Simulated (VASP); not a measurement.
Here is a VASP 6.6.1 calculation.

The input INCAR:

```
PREC = Accurate ; ENCUT = 750
EDIFF = 1E-6 ; ISMEAR = 0
SIGMA = 0.01 ; LREAL = F
LASPH = T ; NELM = 120
ALGO = Normal ; ISIF = 2
LWAVE = F ; LCHARG = F
GGA = PE ; NBANDS = 13
GGA_COMPAT = F
```

The input KPOINTS:

```
Automatic mesh
0
Gamma
  4 4 4
```

File POSCAR:

```
Li2Se
1.0
    0.0000000000      2.9934588658      2.9934588658
    2.9934588658      0.0000000000      2.9934588658
    2.9934588658      2.9934588658      0.0000000000
Li Se
2 1
Direct
    0.2500000000      0.2500000000      0.2500000000
    0.7500000000      0.7500000000      0.7500000000
    0.0000000000      0.0000000000      0.0000000000
```

Potentials or basis: VASP PAW PBE potentials, release 64 (Li_sv, Se).

Launch:

```sh
$ cat potpaw_PBE.64/Li_sv/POTCAR potpaw_PBE.64/Se/POTCAR > POTCAR
$ mpirun -np 1 vasp_std > vasp.out
```

Task: Estimate the band gap on the k mesh.

Result: 2.96 eV, indirect (least direct gap 3.42 eV).

Task: Predict the pressure.

Result: 0.3 GPa.

Caveat: the k points lie up to 0.45 Å⁻¹ apart. A k mesh can miss the band edges.
